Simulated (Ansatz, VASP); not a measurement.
# Two plane-wave programs on GeSbTe3

Contents of INCAR:

```
ALGO = Fast
EDIFF = 1E-6
ENCUT = 520
GGA = PE
ISIF = 2
ISMEAR = 0
LASPH = True
LCHARG = False
LREAL = Auto
LWAVE = False
NBANDS = 68
NELM = 100
PREC = Accurate
SIGMA = 0.15
```

The input KPOINTS:

```
k-points
0
Gamma
  13 13 2
```

POSCAR

```
GeSbTe3
1.0
   -4.1549290696      0.0000000000      0.0000000000
   -2.0774645348     -3.5982741252      0.0000000000
    0.0000000000      0.0000000000     31.7016984524
Ge Sb Te
3 3 9
Direct
    0.6666666667      0.6666666667      0.7516185127
    1.0000000000      0.0000000000      0.4235425212
    0.3333333333      0.3333333333      0.0954665298
    0.6666666667      0.6666666667      0.5504500997
    1.0000000000      0.0000000000      0.2223741083
    0.3333333333      0.3333333333      0.8785260912
    0.6666666667      0.6666666667      0.1603940810
    1.0000000000      0.0000000000      0.8165460639
    0.3333333333      0.3333333333      0.4884700724
    0.6666666667      0.6666666667      0.9362580434
    1.0000000000      1.0000000000      0.6081820519
    0.3333333333      0.3333333333      0.2801060605
    0.6666666667      0.6666666667      0.3759829452
    1.0000000000      0.0000000000      0.0479069537
    0.3333333333      0.3333333333      0.7040589367
```

Input for Ansatz:

```yaml
crystal:
  lattice:
    - [-4.1549290696, 0.0, 0.0]
    - [-2.0774645348, -3.5982741252, 0.0]
    - [0.0, 0.0, 31.7016984524]
  atoms:
    - { symbol: Ge, position: [0.6666666667, 0.6666666667, 0.7516185127] }
    - { symbol: Ge, position: [1.0, 0.0, 0.4235425212] }
    - { symbol: Ge, position: [0.3333333333, 0.3333333333, 0.0954665298] }
    - { symbol: Sb, position: [0.6666666667, 0.6666666667, 0.5504500997] }
    - { symbol: Sb, position: [1.0, 0.0, 0.2223741083] }
    - { symbol: Sb, position: [0.3333333333, 0.3333333333, 0.8785260912] }
    - { symbol: Te, position: [0.6666666667, 0.6666666667, 0.160394081] }
    - { symbol: Te, position: [1.0, 0.0, 0.8165460639] }
    - { symbol: Te, position: [0.3333333333, 0.3333333333, 0.4884700724] }
    - { symbol: Te, position: [0.6666666667, 0.6666666667, 0.9362580434] }
    - { symbol: Te, position: [1.0, 1.0, 0.6081820519] }
    - { symbol: Te, position: [0.3333333333, 0.3333333333, 0.2801060605] }
    - { symbol: Te, position: [0.6666666667, 0.6666666667, 0.3759829452] }
    - { symbol: Te, position: [1.0, 0.0, 0.0479069537] }
    - { symbol: Te, position: [0.3333333333, 0.3333333333, 0.7040589367] }
basis:
  ecutwfc: 420
kpoints:
  mp_grid: { grid: [13, 13, 2] }
hamiltonian:
  xc: pbe
scf:
  occupations: { method: gaussian, width: 0.15 }
output:
  forces: true
  stress: true
  eigenvalues: true
```

Alike in both runs: task single point; functional PBE; k mesh 13 × 13 × 2; occupations gaussian, width 0.15 eV; no spin polarisation.

|  | VASP | Ansatz |
| --- | --- | --- |
| version | VASP 6.6.1 | Ansatz 0.2.0 |
| potentials or method | VASP PAW PBE potentials, release 64 (Ge_d, Sb, Te), cutoff 520 eV | scalar-relativistic, plane waves, PAW |
| valence electrons in the cell | 111 | 231 |

Ansatz gave:

* gap on the k mesh at the Fermi level (eV): none
* pressure (GPa): -0.1
* traceless stress, the component that is largest in VASP (GPa): -0.08
* rms of the force components (eV/Å): 0.014

Task: What did VASP give for the same quantities?

Result: gap on the k mesh at the Fermi level (eV): none; pressure (GPa): -0.1; traceless stress, the component that is largest in VASP (GPa): -0.06; rms of the force components (eV/Å): 0.012.

Atom by atom the forces differ by 0.008 eV/Å (rms over components). A gap of «none» marks a metal or a gap that the smearing closes. The functional is the same, so the differences come from potentials, cutoffs and numerics. VASP's potentials hold 111 valence electrons a cell and Ansatz's 231, so a difference there can come from the potentials and not from the codes.

Spin-orbit coupling is off throughout.
